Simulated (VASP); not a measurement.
Here is a VASP 6.6.1 calculation.

INCAR

```
ALGO = Normal ; EDIFF = 1E-6
ENCUT = 500 ; GGA = PS
GGA_COMPAT = False ; ISIF = 2
ISMEAR = -1 ; LASPH = True
LCHARG = False ; LREAL = False
LWAVE = False ; NBANDS = 20
NELM = 120 ; PREC = Accurate
SIGMA = 0.1
```

File KPOINTS:

```
k-points
0
Gamma
  5 5 3
```

The input POSCAR:

```
NbW
1.0
    1.6174290000     -2.2736270000      0.0000000000
    1.6174290000      2.2736270000      0.0000000000
    0.0000000000      0.0000000000      4.5984950000
Nb W
1 1
Direct
    0.0000000000      0.0000000000      0.0000000000
    0.5000000000      0.5000000000      0.5000000000
```

Potentials or basis: VASP PAW PBE potentials, release 64 (Nb_sv, W_sv).

The run is started by

```console
$ cat potpaw_PBE.64/Nb_sv/POTCAR potpaw_PBE.64/W_sv/POTCAR > POTCAR
$ mpirun -np 1 vasp_std > vasp.out
```

(1) Estimate the pressure.

Results:

(1) -7.1 GPa.

Caveat: the k points lie up to 0.48 Å⁻¹ apart; the PAW data sets were made with another functional, which shifts forces and pressure a little.
